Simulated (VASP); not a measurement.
# YZr2O2 (P6mm) in VASP: further runs

Runs on YZr2O2. Level: PBE. Tasks: single point, relaxation of cell and atoms.

All numbers are computed with VASP 6.6.1; they aren't measurements. Logs are shortened: lines on timing, memory, paths and dates and some standing lists are left out, and cuts for length are marked.

### 1 The cell of the first run

It takes space group P6mm (No. 183, hexagonal). Conventional cell: a = 4.060 Å, b = 4.060 Å, c = 5.622 Å, α = 90.00°, β = 90.00°, γ = 120.00°. Y (site symmetry 6mm) has 6 O at 2.35 Å within 3.1 Å. Within 3.1 Å of Zr (site symmetry 3m) lie 3 Zr at 2.34 Å and 2 O at 2.70 to 2.92 Å. O (site symmetry 3m) has 3 O at 2.34 Å and 3 Y at 2.35 Å and 2 Zr at 2.70 to 2.92 Å within 3.1 Å.

### 2 Single point, PBE

INCAR reads:

```
PREC = Accurate
ENCUT = 520
EDIFF = 1E-6
ISMEAR = 0
SIGMA = 0.1
LREAL = False
LASPH = True
NELM = 80
ALGO = Normal
ISIF = 2
LWAVE = False
LCHARG = False
GGA = PE
NBANDS = 32
```

KPOINTS reads:

```
regular mesh
0
Gamma
  6 6 4
```

POSCAR reads:

```
YZr2O2
1.0
    4.0600465200      0.0000000000      0.0000000000
   -2.0300232600      3.5161034300      0.0000000000
    0.0000000000      0.0000000000      5.6215566600
Y Zr O
1 2 2
Direct
    0.0000000000      0.0000000000      0.0285485800
    0.3333333300      0.6666666700      0.5397480300
    0.6666666700      0.3333333300      0.5397480300
    0.3333333300      0.6666666700      0.0598094600
    0.6666666700      0.3333333300      0.0598094600
```

Potentials or basis: VASP PAW PBE potentials, release 64 (Y_sv, Zr_sv, O).

Started as:

```sh
$ cat potpaw_PBE.64/Y_sv/POTCAR potpaw_PBE.64/Zr_sv/POTCAR potpaw_PBE.64/O/POTCAR > POTCAR
$ mpirun -np 1 vasp_std > vasp.out
```

OUTCAR:

```text
PREC = Accurate
   ENCUT = 520
   EDIFF = 1E-6
   ISMEAR = 0
   LREAL = False
   LASPH = True
   NELM = 80
   ISIF = 2
   GGA = PE

 ion  position               nearest neighbor table
   1  0.000  0.000  0.029-   4 2.35   5 2.35   5 2.35   4 2.35   5 2.35   4 2.35   2 3.61   3 3.61
                             2 3.61   3 3.61   3 3.61   2 3.61   2 3.71   3 3.71   3 3.71   2 3.71
   2  0.333  0.667  0.540-   3 2.34   3 2.34   3 2.34   4 2.70   4 2.92   1 3.61   1 3.61   1 3.61
                             1 3.71   1 3.71   1 3.71
   3  0.667  0.333  0.540-   2 2.34   2 2.34   2 2.34   5 2.70   5 2.92   1 3.61   1 3.61   1 3.61
                             1 3.71   1 3.71   1 3.71
   4  0.333  0.667  0.060-   1 2.35   1 2.35   1 2.35   2 2.70   2 2.92
   5  0.667  0.333  0.060-   1 2.35   1 2.35   1 2.35   3 2.70   3 2.92

  LATTYP: Found a hexagonal cell.
 ALAT       =     4.0600465200
 C/A-ratio  =     1.3846040020

  Lattice vectors:

 A1 = (   4.0600465200,   0.0000000000,   0.0000000000)
 A2 = (  -2.0300232600,   3.5161034300,   0.0000000000)
 A3 = (   0.0000000000,   0.0000000000,   5.6215566600)

Analysis of symmetry for initial positions (statically):
=====================================================================
 Subroutine PRICEL returns:
 Original cell was already a primitive cell.

 Routine SETGRP: Setting up the symmetry group for a
 hexagonal supercell.

 Subroutine GETGRP returns: Found 12 space group operations
 (whereof 12 operations were pure point group operations)
 out of a pool of 24 trial point group operations.

The static configuration has the point symmetry C_6v.

Analysis of symmetry for dynamics (positions and initial velocities):
=====================================================================
 Subroutine PRICEL returns:
 Original cell was already a primitive cell.

 Routine SETGRP: Setting up the symmetry group for a
 hexagonal supercell.

 Subroutine GETGRP returns: Found 12 space group operations
 (whereof 12 operations were pure point group operations)
 out of a pool of 24 trial point group operations.

The dynamic configuration has the point symmetry C_6v.

 Subroutine INISYM returns: Found 12 space group operations
 (whereof 12 operations are pure point group operations),
 and found     1 'primitive' translations

----------------------------------------------------------------------------------------

                                     Primitive cell

  volume of cell :      80.2508

  direct lattice vectors                    reciprocal lattice vectors
     4.060046520  0.000000000  0.000000000     0.246302597  0.142202870  0.000000000
    -2.030023260  3.516103430  0.000000000     0.000000000  0.284405741  0.000000000
     0.000000000  0.000000000  5.621556660     0.000000000  0.000000000  0.177886671

  length of vectors
     4.060046520  4.060046523  5.621556660     0.284405741  0.284405741  0.177886671

  position of ions in fractional coordinates (direct lattice)
     0.000000000  0.000000000  0.028548580
     0.333333330  0.666666670  0.539748030
     0.666666670  0.333333330  0.539748030
     0.333333330  0.666666670  0.059809460
     0.666666670  0.333333330  0.059809460

  ion indices of the primitive-cell ions
   primitive index   ion index
                 1           1
                 2           2
                 3           3
                 4           4
                 5           5

----------------------------------------------------------------------------------------

 KPOINTS: regular mesh

Automatic generation of k-mesh.
 Grid dimensions read from file:
 generate k-points for:    6    6    4

 Generating k-lattice:

  Cartesian coordinates                     Fractional coordinates (reciprocal lattice)
     0.041050433  0.023700478  0.000000000     0.166666667  0.000000000  0.000000000
     0.000000000  0.047400957  0.000000000     0.000000000  0.166666667  0.000000000
     0.000000000  0.000000000  0.044471668     0.000000000  0.000000000  0.250000000

  Length of vectors
     0.047400957  0.047400957  0.044471668

  Shift w.r.t. Gamma in fractional coordinates (k-lattice)
     0.000000000  0.000000000  0.000000000

 Subroutine IBZKPT returns following result:
 ===========================================

 Found     21 irreducible k-points:

 Following reciprocal coordinates:
            Coordinates               Weight
  0.000000  0.000000  0.000000      1.000000
  0.166667  0.000000  0.000000      6.000000
  0.333333  0.000000  0.000000      6.000000
  0.500000  0.000000  0.000000      3.000000
  0.166667  0.166667  0.000000      6.000000
  0.333333  0.166667  0.000000     12.000000
[... 13 lines left out ...]
  0.333333  0.166667  0.500000     12.000000
  0.333333  0.333333  0.500000      2.000000
   k-points           NKPTS =     21   k-points in BZ     NKDIM =     21   number of bands    NBANDS=     32
   number of dos      NEDOS =    301   number of ions     NIONS =      5
   total plane-waves  NPLWV =  37800
   dimension x,y,z NGX =    30 NGY =   30 NGZ =   42
   dimension x,y,z NGXF=    60 NGYF=   60 NGZF=   84
   ions per type =               1   2   2
   NGX,Y,Z   is equivalent  to a cutoff of  12.28, 12.28, 12.42 a.u.
   NGXF,Y,Z  is equivalent  to a cutoff of  24.57, 24.57, 24.84 a.u.
 SYSTEM =  unknown system
   PREC   = accura    normal or accurate (medium, high low for compatibility)
   ISTART =      0    job   : 0-new  1-cont  2-samecut
   ICHARG =      2    charge: 1-file 2-atom 10-const
   ISPIN  =      1    spin polarized calculation?
   LNONCOLLINEAR =      F non collinear calculations
   LSORBIT =      F    spin-orbit coupling
   LASPH  =      T    aspherical Exc in radial PAW
   ENCUT  =  520.0 eV  38.22 Ry    6.18 a.u.   7.55  7.55 10.45*2*pi/ulx,y,z
   NELM   =     80;   NELMIN=  2; NELMDL= -5     # of ELM steps
   EDIFF  = 0.1E-05   stopping-criterion for ELM
   LREAL  =      F    real-space projection
   EDIFFG = 0.1E-04   stopping-criterion for IOM
   NSW    =      0    number of steps for IOM
   IBRION =     -1    ionic relax: 0-MD 1-quasi-New 2-CG
   NFREE  =      0    steps in history (QN), initial steepest desc. (CG)
   ISIF   =      2    stress and relaxation
   ISYM   =      2    0-nonsym 1-usesym 2-fastsym
   POTIM  = 0.5000    time-step for ionic-motion
   TEBEG  =    0.0;   TEEND  =   0.0 temperature during run
   PSTRESS=    0.0 pullay stress
   NELECT =      47.0000    total number of electrons
   NUPDOWN=      -1.0000    fix difference up-down
   EMIN   =  10.00;   EMAX   =-10.00  energy-range for DOS
   EFERMI =   0.00;   METHOD = LEGACY
   ISMEAR =     0;   SIGMA  =   0.10  broadening in eV -4-tet -1-fermi 0-gaus
   EFERMI_NEDOS =   21; number of points for ismear=-14 and -15
   IALGO  =     38    algorithm
   IMIX   =      4    mixing-type and parameters
     AMIX     =   0.40;   BMIX     =  1.00
     AMIX_MAG =   1.60;   BMIX_MAG =  1.00
  volume/ion in A,a.u.               =      16.05       108.31
  Fermi-wavevector in a.u.,A,eV,Ry     =   1.369697  2.588351 25.525464  1.876069
  Thomas-Fermi vector in A             =   2.495549
   LORBIT       =      0    0 simple, 1 ext, 2 COOP (PROOUT), +10 PAW based schemes
   GGA     = PE    functional components
   LHFCALC =     F    Hartree Fock is set to
   AEXX    =    0.0000 exact exchange contribution
   IVDW    =     0    specifies the selected vdW correction
   LEPSILON=     F    determine dielectric tensor
   LRPA    =     F    only Hartree local field effects (RPA)
 non-spin polarized calculation
 Gauss-broadening in eV      SIGMA  =   0.10
  energy-cutoff  :      520.00
  volume of cell :       80.25
 maximum number of plane-waves:      2179
   NGX = 15   NGY = 15   NGZ = 21

 number of electron      47.0000008 magnetization

 Free energy of the ion-electron system (eV)
  ---------------------------------------------------
  ext. energy  EPLUGINS =         0.00000000
  ---------------------------------------------------
  free energy    TOTEN  =       -34.91977325 eV

  energy without entropy =      -34.88969707  energy(sigma->0) =      -34.90473516

 E-fermi :   6.6952     XC(G=0): -11.1712

 val. band max:        6.6844031639   @ k =   0.0000   0.0000   0.0000
 cond. band min:       6.7393827838   @ k =   0.1667   0.1667   0.5000
 fundamental gap:      0.0549796199
 Fermi energy:         6.6952232166

 k-point     1 :       0.0000    0.0000    0.0000
  band No.  band energies     occupation
      1     -42.2813      2.00000
      2     -40.6026      2.00000
      3     -34.2423      2.00000
      4     -21.5765      2.00000
      5     -21.5765      2.00000
      6     -20.1247      2.00000
[... 24 lines left out ...]
     31      11.2250      0.00000
     32      12.0455      0.00000

 k-point     2 :       0.1667    0.0000    0.0000
  band No.  band energies     occupation
      1     -42.1935      2.00000
      2     -40.7156      2.00000
      3     -34.2380      2.00000
      4     -21.6623      2.00000
      5     -21.4038      2.00000
      6     -20.0528      2.00000
[... 24 lines left out ...]
     31      11.2793      0.00000
     32      11.6256      0.00000

 k-point     3 :       0.3333    0.0000    0.0000
  band No.  band energies     occupation
      1     -41.9614      2.00000
      2     -40.9975      2.00000
      3     -34.2293      2.00000
      4     -21.8180      2.00000
      5     -21.0077      2.00000
      6     -19.8650      2.00000
[... 24 lines left out ...]
     31      12.1101      0.00000
     32      12.1874      0.00000

 k-point     4 :       0.5000    0.0000    0.0000
  band No.  band energies     occupation
      1     -41.7692      2.00000
      2     -41.2143      2.00000
      3     -34.2249      2.00000
      4     -21.8894      2.00000
      5     -20.7665      2.00000
      6     -19.7117      2.00000
[... 549 lines left out ...]
     31      12.0598      0.00000
     32      12.3088      0.00000

 k-point    20 :       0.3333    0.1667    0.5000
  band No.  band energies     occupation
      1     -41.7694      2.00000
      2     -41.2140      2.00000
      3     -34.2249      2.00000
      4     -21.9704      2.00000
      5     -20.5552      2.00000
      6     -19.7211      2.00000
[... 24 lines left out ...]
     31      11.7937      0.00000
     32      11.9104      0.00000

 k-point    21 :       0.3333    0.3333    0.5000
  band No.  band energies     occupation
      1     -41.4978      2.00000
      2     -41.4978      2.00000
      3     -34.2227      2.00000
      4     -22.0707      2.00000
      5     -19.7933      2.00000
      6     -19.7933      2.00000
[... 24 lines left out ...]
     31      11.3456      0.00000
     32      11.3456      0.00000

------------------------ aborting loop because EDIFF is reached ----------------------------------------

  FORCE on cell =-STRESS in cart. coord.  units (eV):
  Direction    XX          YY          ZZ          XY          YZ          ZX
  --------------------------------------------------------------------------------------
  -------------------------------------------------------------------------------------
  Total       15.0600014     15.0600015    -11.9580302      0.0000000      0.0000000      0.0000000
  in kB      300.6674066    300.6674072   -238.7376892      0.0000000      0.0000000      0.0000000
  external PRESSURE =     120.8657082 kB  Pullay stress =       0.0000000 kB

 VOLUME and BASIS-vectors are now :
 -----------------------------------------------------------------------------
  energy-cutoff  :      520.00
  volume of cell :       80.25
      direct lattice vectors                 reciprocal lattice vectors
     4.060046520  0.000000000  0.000000000     0.246302597  0.142202870  0.000000000
    -2.030023260  3.516103430  0.000000000     0.000000000  0.284405741  0.000000000
     0.000000000  0.000000000  5.621556660     0.000000000  0.000000000  0.177886671

 POSITION                                       TOTAL-FORCE (eV/Angst)
 -----------------------------------------------------------------------------------
      0.00000      0.00000      0.16049         0.000000     -0.000000      0.585957
     -0.00000      2.34407      3.03422         0.000000     -0.000000     -0.487552
      2.03002      1.17203      3.03422        -0.000000      0.000000     -0.487552
     -0.00000      2.34407      0.33622         0.000000     -0.000000      0.194574
      2.03002      1.17203      0.33622         0.000000     -0.000000      0.194574
 -----------------------------------------------------------------------------------
    total drift:                                0.000000      0.000000     -0.000200

  FREE ENERGIE OF THE ION-ELECTRON SYSTEM (eV)
  ---------------------------------------------------
  free  energy   TOTEN  =       -34.9197732476 eV

  energy  without entropy=      -34.8896970658  energy(sigma->0) =      -34.90473516
```

It took 34 s on 1 thread of Intel Xeon 6975P-C (Granite Rapids), shared host; peak memory 0.22 GiB.

What came out:

```yaml
Free_energy: -34.9198 eV
Pressure: 12.1 GPa
Largest_force: 0.586 eV/Å
```

Forces on the atoms (eV/Å):
```
Y    0.000  0.000  0.586
Zr   0.000  0.000 -0.488
Zr   0.000  0.000 -0.488
O    0.000  0.000  0.195
O    0.000  0.000  0.195
```

Caveat: an odd number of electrons without spin polarisation forces a metal; a magnetic or distorted state may lie lower.

### 3 Relaxation of cell and atoms, PBE

INCAR reads:

```
PREC = Accurate
ENCUT = 600
EDIFF = 1E-6
ISMEAR = 0
SIGMA = 0.1
LREAL = F
LASPH = T
NELM = 60
ALGO = Normal
ISIF = 3
LWAVE = F
LCHARG = F
GGA = PE
IBRION = 2
NSW = 90
EDIFFG = -0.04
```

KPOINTS reads:

```
Automatic mesh
0
Gamma
  6 6 4
```

POSCAR is that of step 2.

Potentials or basis: VASP PAW PBE potentials, release 64 (Y_sv, Zr_sv, O).

Started as:

```sh
$ cat potpaw_PBE.64/Y_sv/POTCAR potpaw_PBE.64/Zr_sv/POTCAR potpaw_PBE.64/O/POTCAR > POTCAR
$ mpirun -np 1 vasp_std > vasp.out
```

Run time: 4.2 min. Hardware: 1 thread of Intel Xeon 6975P-C (Granite Rapids), shared host; peak memory 0.27 GiB.

It converged, with:

```
Free energy                            : -41.8369 eV
Relaxed volume                         : 17.86 Å³/atom
Relaxed cell                           : a = 5.013 Å, b = 5.013 Å, c = 4.103 Å, α = 90.00°, β = 90.00°, γ = 120.00°
Space group after relaxing (to 0.05 Å) : P6/mmm (No. 191)
Energy gained by relaxing              : 1382.7 meV/atom
Ionic steps                            : 14
Pressure after relaxing                : 0.1 GPa
Largest force after relaxing           : 0.039 eV/Å
```

Forces in eV/Å, atoms in the order of the input:
```
Y    0.000  0.000  0.039
Zr   0.000  0.000  0.000
Zr   0.000  0.000  0.000
O    0.000  0.000 -0.019
O    0.000  0.000 -0.019
```

Stress tensor (GPa, compression positive):
```
0.02 0.00 0.00
0.00 0.02 0.00
0.00 0.00 0.13
```

The path:
```csv
step,energy change (eV),largest force (eV/Å),pressure (GPa),volume (Å³)
1,0.0000,0.5860,12.01,80.25
2,-3.7907,0.4635,-11.14,93.03
3,-6.1461,0.7185,-12.33,102.60
4,1.6695,5.9249,74.03,82.56
5,-6.4591,1.6546,-6.11,99.00
6,-6.4749,1.7865,-5.04,98.48
7,-6.4807,1.9383,-3.77,97.89
8,-6.7120,1.2731,6.34,88.45
9,-6.8360,0.1464,1.17,91.62
10,-6.8071,0.2060,-5.62,92.38
11,-6.8935,0.0942,-2.17,91.98
12,-6.9130,0.0827,-0.08,89.37
13,-6.9130,0.0824,-0.02,89.30
14,-6.9134,0.0385,0.06,89.29
```

Final structure:
```cif
data_structure
_symmetry_space_group_name_H-M 'P 1'
_symmetry_Int_Tables_number 1
_cell_length_a 5.0127
_cell_length_b 5.0127
_cell_length_c 4.1035
_cell_angle_alpha 90.000
_cell_angle_beta 90.000
_cell_angle_gamma 120.000
_cell_volume 89.29
loop_
_atom_site_label
_atom_site_type_symbol
_atom_site_fract_x
_atom_site_fract_y
_atom_site_fract_z
_atom_site_occupancy
Y1 Y 0.00000 0.00000 0.04381 1
Zr1 Zr 0.33333 0.66667 0.54592 1
Zr2 Zr 0.66667 0.33333 0.54592 1
O1 O 0.33333 0.66667 0.04600 1
O2 O 0.66667 0.33333 0.04600 1
```

Levels at points of the mesh, in eV from the Fermi level:
| k point | band 19 | band 20 | band 21 | band 22 | band 23 | band 24 | band 25 | band 26 | band 27 | band 28 |
| --- | --- | --- | --- | --- | --- | --- | --- | --- | --- | --- |
| (0.00, 0.00, 0.00) | -3.46 | -3.46 | -3.05 | 0.36 | 0.36 | 0.39 | 0.39 | 1.11 | 1.31 | 1.31 |
| (0.50, 0.00, 0.00) | -3.41 | -3.23 | -2.15 | -0.99 | -0.65 | -0.52 | -0.37 | 0.50 | 1.28 | 2.24 |
| (0.00, 0.00, 0.50) | -4.02 | -4.02 | -2.82 | -1.00 | -1.00 | 1.19 | 1.19 | 1.54 | 2.89 | 2.89 |
| (0.50, 0.00, 0.50) | -4.38 | -3.97 | -1.81 | -1.24 | -0.77 | 0.34 | 1.29 | 2.15 | 2.61 | 2.80 |

Caveat: an odd number of electrons without spin polarisation forces a metal; a magnetic or distorted state may lie lower.
